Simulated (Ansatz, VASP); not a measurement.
# One calculation of Al3Cu2, two programs

The input POSCAR:

```
Al3Cu2
1.0
    4.2658842546      0.0000000000      0.0000000000
   -2.1329421273      3.6943641341      0.0000000000
    0.0000000000      0.0000000000      5.1894558481
Al Cu
3 2
Direct
    0.0000000000      0.0000000000      0.0000000000
    0.3333333333      0.6666666667      0.3501725384
    0.6666666667      0.3333333333      0.6498274616
    0.3333333333      0.6666666667      0.8401683181
    0.6666666667      0.3333333333      0.1598316819
```

INCAR.step1

```
SYSTEM = Al3Cu2
PREC     = Accurate       ! precision mode
ENCUT    = 520            ! plane-wave cutoff, eV
ISMEAR   = 0              ! smearing method
SIGMA    = 0.15           ! smearing width, eV
LREAL    = .False.        ! projectors in reciprocal space
LASPH    = .True.         ! aspherical terms in the spheres
NELM     = 100            ! most SCF steps
NBANDS   = 24             ! bands
GGA      = PE             ! functional
ALGO     = Normal         ! electronic algorithm
EDIFF    = 1E-4           ! SCF threshold, eV
LWAVE    = .True.         ! write WAVECAR
LCHARG   = .False.        ! write CHGCAR
```

File INCAR.step2:

```
SYSTEM = Al3Cu2
PREC     = Accurate       ! precision mode
ENCUT    = 520            ! plane-wave cutoff, eV
EDIFF    = 1E-6           ! SCF threshold, eV
ISMEAR   = 0              ! smearing method
SIGMA    = 0.15           ! smearing width, eV
LREAL    = .False.        ! projectors in reciprocal space
LASPH    = .True.         ! aspherical terms in the spheres
NELM     = 100            ! most SCF steps
ALGO     = Normal         ! electronic algorithm
ISIF     = 2              ! what is computed and relaxed
LWAVE    = .False.        ! write WAVECAR
LCHARG   = .False.        ! write CHGCAR
METAGGA  = R2SCAN         ! meta-GGA
LMIXTAU  = .True.       
NBANDS   = 24             ! bands
ISTART   = 1
```

Contents of KPOINTS:

```
Automatic mesh
0
Gamma
  12 12 10
  0 0 0
```

Input for Ansatz:

```yaml
crystal:
  lattice:
    - [4.2658842546, 0.0, 0.0]
    - [-2.1329421273, 3.6943641341, 0.0]
    - [0.0, 0.0, 5.1894558481]
  atoms:
    - { symbol: Al, position: [0.0, 0.0, 0.0] }
    - { symbol: Al, position: [0.3333333333, 0.6666666667, 0.3501725384] }
    - { symbol: Al, position: [0.6666666667, 0.3333333333, 0.6498274616] }
    - { symbol: Cu, position: [0.3333333333, 0.6666666667, 0.8401683181] }
    - { symbol: Cu, position: [0.6666666667, 0.3333333333, 0.1598316819] }
basis:
  ecutwfc: 500
kpoints:
  mp_grid: { grid: [12, 12, 10] }
hamiltonian:
  xc: r2scan
scf:
  occupations: { method: gaussian, width: 0.15 }
output:
  forces: true
  stress: true
  eigenvalues: true
```

Change from the starting cell: strain +0.040 along x and y, +0.040 along z, atoms carried along.

Alike in both runs: task single point; functional r2SCAN; k mesh 12 × 12 × 10; occupations gaussian, width 0.15 eV; no spin polarisation.

|  | VASP | Ansatz |
| --- | --- | --- |
| version | VASP 6.6.1 | Ansatz 0.2.0 |
| potentials or method | VASP PAW PBE potentials, release 64 (Al, Cu), cutoff 520 eV | scalar-relativistic, plane waves, PAW |
| valence electrons in the cell | 31 | 47 |

VASP gave:

```
gap on the k mesh at the Fermi level (eV)                     : none
pressure (GPa)                                                : -10.4
traceless stress, the component that is largest in VASP (GPa) : -0.07
rms of the force components (eV/Å)                            : 0.022
```

Which values does Ansatz return?

gap on the k mesh at the Fermi level (eV): none; pressure (GPa): -10.4; traceless stress, the component that is largest in VASP (GPa): -0.09; rms of the force components (eV/Å): 0.024.

VASP's potentials were made for PBE, not for r2SCAN. Atom by atom the forces differ by 0.002 eV/Å (rms over components). A gap of «none» marks a metal or a gap that the smearing closes. The functional is the same, so the differences come from potentials, cutoffs and numerics. VASP's potentials hold 31 valence electrons a cell and Ansatz's 47, so a difference there can come from the potentials and not from the codes.
